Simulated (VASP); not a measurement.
# Si (P2_1/m) in VASP: a series of runs

Si is run at these levels: LDA; tasks: single point.

Everything below comes from runs of VASP 6.6.1. Logs are shortened: lines on timing, memory, paths and dates and some standing lists are left out, and cuts for length are marked.

## Step 1: The cell of the first run

The structure is monoclinic, space group P2_1/m (No. 11). Conventional cell: a = 2.651 Å, b = 4.542 Å, c = 2.651 Å, α = 90.00°, β = 120.00°, γ = 90.00°. Within 3.3 Å of Si (site symmetry m) lie 12 Si at 2.53 to 3.02 Å.

## Step 2: Single point, LDA (atoms displaced along a vibrational mode)

Input file INCAR:

```
  PREC = Accurate
  ENCUT = 520
  EDIFF = 1E-7
  ISMEAR = 0
  SIGMA = 0.15
  LREAL = F
  LASPH = T
  NELM = 60
  ALGO = Normal
  ISIF = 2
  LWAVE = F
  LCHARG = F
  NBANDS = 11
```

Input file KPOINTS:

```
regular mesh
0
Gamma
  24 24 14
```

Input file POSCAR:

```
Si
1.0
    2.6510666862      0.0000000000      0.0000000000
   -1.3255333431      2.2958910974      0.0000000000
    0.0000000000      0.0000000000      4.5417424135
Si
2
Direct
    0.2352596027      0.6666666667      0.2500000000
    0.7647403973      0.3333333333      0.7500000000
```

Potentials or basis: VASP PAW LDA potentials, release 64 (Si).

Launch:

```bash
cat potpaw_LDA.64/Si/POTCAR > POTCAR
mpirun -np 1 vasp_std > vasp.out
```

OUTCAR:

```text
PREC = Accurate
   ENCUT = 520
   EDIFF = 1E-7
   ISMEAR = 0
   LREAL = F
   LASPH = T
   NELM = 60
   ISIF = 2

 ion  position               nearest neighbor table
   1  0.235  0.667  0.250-   2 2.53   2 2.53   2 2.79   2 2.79   2 3.02   2 3.02
   2  0.765  0.333  0.750-   1 2.53   1 2.53   1 2.79   1 2.79   1 3.02   1 3.02

  LATTYP: Found a hexagonal cell.
 ALAT       =     2.6510666862
 C/A-ratio  =     1.7131754690

  Lattice vectors:

 A1 = (   2.6510666862,   0.0000000000,   0.0000000000)
 A2 = (  -1.3255333431,   2.2958910974,   0.0000000000)
 A3 = (   0.0000000000,   0.0000000000,   4.5417424135)

Analysis of symmetry for initial positions (statically):
=====================================================================
 Subroutine PRICEL returns:
 Original cell was already a primitive cell.

 Routine SETGRP: Setting up the symmetry group for a
 hexagonal supercell.

 Subroutine GETGRP returns: Found  4 space group operations
 (whereof  2 operations were pure point group operations)
 out of a pool of 24 trial point group operations.

The static configuration has the point symmetry S_2 .
 The point group associated with its full space group is C_2h.

Analysis of symmetry for dynamics (positions and initial velocities):
=====================================================================
 Subroutine PRICEL returns:
 Original cell was already a primitive cell.

 Routine SETGRP: Setting up the symmetry group for a
 hexagonal supercell.

 Subroutine GETGRP returns: Found  4 space group operations
 (whereof  2 operations were pure point group operations)
 out of a pool of 24 trial point group operations.

The dynamic configuration has the point symmetry S_2 .
 The point group associated with its full space group is C_2h.

 Subroutine INISYM returns: Found  4 space group operations
 (whereof  2 operations are pure point group operations),
 and found     1 'primitive' translations

----------------------------------------------------------------------------------------

                                     Primitive cell

  volume of cell :      27.6436

  direct lattice vectors                    reciprocal lattice vectors
     2.651066686  0.000000000  0.000000000     0.377206656  0.217780364  0.000000000
    -1.325533343  2.295891097  0.000000000     0.000000000  0.435560729  0.000000000
     0.000000000  0.000000000  4.541742413     0.000000000  0.000000000  0.220179814

  length of vectors
     2.651066686  2.651066686  4.541742413     0.435560729  0.435560729  0.220179814

  position of ions in fractional coordinates (direct lattice)
     0.235259603  0.666666667  0.250000000
     0.764740397  0.333333333  0.750000000

  ion indices of the primitive-cell ions
   primitive index   ion index
                 1           1
                 2           2

----------------------------------------------------------------------------------------

 KPOINTS: regular mesh

Automatic generation of k-mesh.
 Grid dimensions read from file:
 generate k-points for:   24   24   14

 Generating k-lattice:

  Cartesian coordinates                     Fractional coordinates (reciprocal lattice)
     0.015716944  0.009074182  0.000000000     0.041666667 -0.000000000  0.000000000
     0.000000000  0.018148364  0.000000000     0.000000000  0.041666667  0.000000000
     0.000000000  0.000000000  0.015727130     0.000000000  0.000000000  0.071428571

  Length of vectors
     0.018148364  0.018148364  0.015727130

  Shift w.r.t. Gamma in fractional coordinates (k-lattice)
     0.000000000  0.000000000  0.000000000

 Subroutine IBZKPT returns following result:
 ===========================================

 Found   2320 irreducible k-points:

 Following reciprocal coordinates:
            Coordinates               Weight
  0.000000  0.000000  0.000000      1.000000
  0.041667 -0.000000  0.000000      2.000000
  0.000000  0.041667  0.000000      2.000000
 -0.041667  0.041667  0.000000      2.000000
  0.083333 -0.000000  0.000000      2.000000
  0.000000  0.083333  0.000000      2.000000
[... 16 lines left out ...]
  0.333333 -0.000000  0.000000      2.000000
  0.000000  0.333333  0.000000      2.000000
 [... further k-points ...]
   k-points           NKPTS =   2320   k-points in BZ     NKDIM =   2320   number of bands    NBANDS=     11
   number of dos      NEDOS =    301   number of ions     NIONS =      2
   total plane-waves  NPLWV =  14400
   dimension x,y,z NGX =    20 NGY =   20 NGZ =   36
   dimension x,y,z NGXF=    40 NGYF=   40 NGZF=   72
   ions per type =               2
   NGX,Y,Z   is equivalent  to a cutoff of  12.54, 12.54, 13.18 a.u.
   NGXF,Y,Z  is equivalent  to a cutoff of  25.08, 25.08, 26.35 a.u.
 SYSTEM =  unknown system
   PREC   = accura    normal or accurate (medium, high low for compatibility)
   ISTART =      0    job   : 0-new  1-cont  2-samecut
   ICHARG =      2    charge: 1-file 2-atom 10-const
   ISPIN  =      1    spin polarized calculation?
   LNONCOLLINEAR =      F non collinear calculations
   LSORBIT =      F    spin-orbit coupling
   LASPH  =      T    aspherical Exc in radial PAW
   ENCUT  =  520.0 eV  38.22 Ry    6.18 a.u.   4.93  4.93  8.44*2*pi/ulx,y,z
   NELM   =     60;   NELMIN=  2; NELMDL= -5     # of ELM steps
   EDIFF  = 0.1E-06   stopping-criterion for ELM
   LREAL  =      F    real-space projection
   EDIFFG = 0.1E-05   stopping-criterion for IOM
   NSW    =      0    number of steps for IOM
   IBRION =     -1    ionic relax: 0-MD 1-quasi-New 2-CG
   NFREE  =      0    steps in history (QN), initial steepest desc. (CG)
   ISIF   =      2    stress and relaxation
   ISYM   =      2    0-nonsym 1-usesym 2-fastsym
   POTIM  = 0.5000    time-step for ionic-motion
   TEBEG  =    0.0;   TEEND  =   0.0 temperature during run
   PSTRESS=    0.0 pullay stress
   NELECT =       8.0000    total number of electrons
   NUPDOWN=      -1.0000    fix difference up-down
   EMIN   =  10.00;   EMAX   =-10.00  energy-range for DOS
   EFERMI =   0.00;   METHOD = LEGACY
   ISMEAR =     0;   SIGMA  =   0.15  broadening in eV -4-tet -1-fermi 0-gaus
   EFERMI_NEDOS =   21; number of points for ismear=-14 and -15
   IALGO  =     38    algorithm
   IMIX   =      4    mixing-type and parameters
     AMIX     =   0.40;   BMIX     =  1.00
     AMIX_MAG =   1.60;   BMIX_MAG =  1.00
  volume/ion in A,a.u.               =      13.82        93.27
  Fermi-wavevector in a.u.,A,eV,Ry     =   1.082863  2.046314 15.954074  1.172591
  Thomas-Fermi vector in A             =   2.218915
   LORBIT       =      0    0 simple, 1 ext, 2 COOP (PROOUT), +10 PAW based schemes
   GGA     = CA    functional components
   LHFCALC =     F    Hartree Fock is set to
   AEXX    =    0.0000 exact exchange contribution
   IVDW    =     0    specifies the selected vdW correction
   LEPSILON=     F    determine dielectric tensor
   LRPA    =     F    only Hartree local field effects (RPA)
 non-spin polarized calculation
 Gauss-broadening in eV      SIGMA  =   0.15
  energy-cutoff  :      520.00
  volume of cell :       27.64
 maximum number of plane-waves:       771
   NGX =  9   NGY =  9   NGZ = 17

 number of electron       8.0000001 magnetization

 Free energy of the ion-electron system (eV)
  ---------------------------------------------------
  ext. energy  EPLUGINS =         0.00000000
  ---------------------------------------------------
  free energy    TOTEN  =       -11.15512423 eV

  energy without entropy =      -11.14717442  energy(sigma->0) =      -11.15114932

 E-fermi :  10.6905     XC(G=0): -11.4378

 val. band max:       10.6901516286   @ k =   0.3333  -0.0833  -0.3571
 cond. band min:      10.6943003600   @ k =  -0.4167   0.4167   0.1429
 fundamental gap:      0.0041487314
 Fermi energy:        10.6904588640

 k-point     1 :       0.0000    0.0000    0.0000
  band No.  band energies     occupation
      1      -4.0927      2.00000
      2       2.3301      2.00000
      3       3.3055      2.00000
      4      19.3624      0.00000
      5      20.5420      0.00000
      6      20.5972      0.00000
      7      21.2612      0.00000
      8      21.9239      0.00000
      9      22.0898      0.00000
     10      22.2071      0.00000
     11      24.4673      0.00000

 k-point     2 :       0.0417   -0.0000    0.0000
  band No.  band energies     occupation
      1      -4.0450      2.00000
      2       2.3771      2.00000
      3       3.3506      2.00000
      4      18.7572      0.00000
      5      19.7152      0.00000
      6      20.9082      0.00000
      7      21.2433      0.00000
      8      21.4694      0.00000
      9      22.3661      0.00000
     10      23.0957      0.00000
     11      23.9337      0.00000

 k-point     3 :       0.0000    0.0417    0.0000
  band No.  band energies     occupation
      1      -4.0450      2.00000
      2       2.3771      2.00000
      3       3.3504      2.00000
      4      18.6966      0.00000
      5      20.0265      0.00000
      6      20.4632      0.00000
      7      21.2536      0.00000
      8      21.5765      0.00000
      9      22.4209      0.00000
     10      23.1305      0.00000
     11      24.1462      0.00000
[... 267 lines left out ...]
 k-point    23 :       0.3333   -0.0000    0.0000
  band No.  band energies     occupation
      1      -1.0581      2.00000
      2       5.2825      2.00000
      3       6.1817      2.00000
      4       7.8193      2.00000
      5      13.7671      0.00000
      6      14.6504      0.00000
      7      15.4607      0.00000
      8      16.9740      0.00000
      9      20.6211      0.00000
     10      23.1691      0.00000
     11      23.3440      0.00000

 k-point    24 :       0.0000    0.3333    0.0000
  band No.  band energies     occupation
      1      -1.0638      2.00000
      2       5.2866      2.00000
      3       6.1506      2.00000
      4       7.8105      2.00000
      5      13.7877      0.00000
      6      14.8450      0.00000
      7      15.7456      0.00000
      8      16.4538      0.00000
      9      21.6898      0.00000
     10      22.4432      0.00000
     11      23.2017      0.00000

 [... further k-points ...]

------------------------ aborting loop because EDIFF is reached ----------------------------------------

  FORCE on cell =-STRESS in cart. coord.  units (eV):
  Direction    XX          YY          ZZ          XY          YZ          ZX
  --------------------------------------------------------------------------------------
  -------------------------------------------------------------------------------------
  Total        0.1614530      0.1382375      0.4566445     -0.0222169      0.0000000      0.0000000
  in kB        9.3575539      8.0120200     26.4663680     -1.2876536      0.0000000      0.0000000
  external PRESSURE =      14.6119806 kB  Pullay stress =       0.0000000 kB

 VOLUME and BASIS-vectors are now :
 -----------------------------------------------------------------------------
  energy-cutoff  :      520.00
  volume of cell :       27.64
      direct lattice vectors                 reciprocal lattice vectors
     2.651066686  0.000000000  0.000000000     0.377206656  0.217780364  0.000000000
    -1.325533343  2.295891097  0.000000000     0.000000000  0.435560729  0.000000000
     0.000000000  0.000000000  4.541742413     0.000000000  0.000000000  0.220179814

 POSITION                                       TOTAL-FORCE (eV/Angst)
 -----------------------------------------------------------------------------------
     -0.26000      1.53059      1.13544        -0.203622     -0.174666      0.000000
      1.58553      0.76530      3.40631         0.203622      0.174666      0.000000
 -----------------------------------------------------------------------------------
    total drift:                               -0.000000      0.000000     -0.000000

  FREE ENERGIE OF THE ION-ELECTRON SYSTEM (eV)
  ---------------------------------------------------
  free  energy   TOTEN  =       -11.1551242308 eV

  energy  without entropy=      -11.1471744183  energy(sigma->0) =      -11.15114932
```

Wall time 3.3 min (1 thread of Intel Xeon 6975P-C (Granite Rapids), shared host); peak memory 0.6 GiB.

What came out:

```
Free energy            : -11.1551 eV
Pressure               : 1.5 GPa
Largest force          : 0.268 eV/Å
Band gap on the k mesh : zero (bands 4 and 5 overlap by 12.32 eV)
```

Forces on the atoms (eV/Å):
```
Si  -0.204 -0.175  0.000
Si   0.204  0.175  0.000
```

Levels at points of the mesh, in eV from the Fermi level:
```
           k point  band 1  band 2  band 3  band 4  band 5  band 6  band 7  band 8
(0.00, 0.00, 0.00)  -14.78   -8.36   -7.38    8.67    9.85    9.91   10.57   11.23
(0.50, 0.00, 0.00)   -8.10   -7.94   -1.83   -1.68   -1.26   -0.58    4.11    5.62
(0.00, 0.50, 0.00)   -8.30   -7.74   -2.01   -1.75   -1.50    0.05    4.40    5.09
(0.50, 0.50, 0.00)   -8.54   -7.49   -2.30   -2.19   -1.31    0.99    4.01    5.87
(0.00, 0.00, 0.50)  -13.04  -13.04    0.38    0.38   10.29   10.29   10.87   10.87
(0.50, 0.00, 0.50)   -6.52   -6.52   -6.14   -6.14    5.00    5.00    5.79    5.79
(0.00, 0.50, 0.50)   -6.63   -6.63   -6.03   -6.03    4.87    4.87    6.51    6.51
(0.50, 0.50, 0.50)   -6.83   -6.83   -5.85   -5.85    5.12    5.12    6.31    6.31
```

Caveat: the cell differs from its parent crystal (atoms displaced along a vibrational mode).

## Step 3: Single point, LDA (atoms displaced along a vibrational mode)

INCAR: that of step 2 with these lines changed.

```diff
@@ -2,3 +2,3 @@
   ENCUT = 520
-  EDIFF = 1E-7
+  EDIFF = 1E-6
   ISMEAR = 0
@@ -12,2 +12,3 @@
   LCHARG = F
+  GGA = CA
   NBANDS = 11
```

Input file KPOINTS:

```
Automatic mesh
0
Gamma
  24 24 14
```

Input file POSCAR:

```
Si
1.0
    2.6510666862      0.0000000000      0.0000000000
   -1.3255333431      2.2958910974      0.0000000000
    0.0000000000      0.0000000000      4.5417424135
Si
2
Direct
    0.4068886313      0.6666666667      0.2500000000
    0.5931113687      0.3333333333      0.7500000000
```

Potentials or basis: VASP PAW LDA potentials, release 64 (Si).

Launch:

```bash
cat potpaw_LDA.64/Si/POTCAR > POTCAR
mpirun -np 1 vasp_std > vasp.out
```

Wall time 3.2 min (1 thread of Intel Xeon 6975P-C (Granite Rapids), shared host); peak memory 0.59 GiB.

It converged, with:

```yaml
Free_energy: -11.1294 eV
Pressure: 0.8 GPa
Largest_force: 0.224 eV/Å
Band_gap_on_the_k_mesh: zero (bands 4 and 5 overlap by 12.45 eV)
```

Forces in eV/Å, atoms in the order of the input:
```
Si   0.188 -0.122  0.000
Si  -0.188  0.122  0.000
```

Stress tensor (GPa, compression positive):
```
0.71 0.17 0.00
0.17 0.49 0.00
0.00 0.00 1.33
```

Levels at points of the mesh, in eV from the Fermi level:
```tsv
k point	band 1	band 2	band 3	band 4	band 5	band 6	band 7	band 8
(0.00, 0.00, 0.00)	-14.79	-8.37	-7.38	8.78	9.76	9.98	10.51	11.08
(0.50, 0.00, 0.00)	-8.50	-7.54	-2.17	-2.16	-1.36	0.79	3.97	6.00
(0.00, 0.50, 0.00)	-8.30	-7.75	-2.01	-1.69	-1.52	0.01	4.20	5.42
(0.50, 0.50, 0.00)	-8.04	-8.02	-1.77	-1.76	-0.98	-0.85	4.04	5.77
(0.00, 0.00, 0.50)	-13.05	-13.05	0.40	0.40	10.30	10.30	10.87	10.87
(0.50, 0.00, 0.50)	-6.79	-6.79	-5.90	-5.90	5.21	5.21	6.20	6.20
(0.00, 0.50, 0.50)	-6.63	-6.63	-6.04	-6.04	4.97	4.97	6.46	6.46
(0.50, 0.50, 0.50)	-6.50	-6.50	-6.16	-6.16	5.11	5.11	5.73	5.73
```

Caveat: the cell differs from its parent crystal (atoms displaced along a vibrational mode).
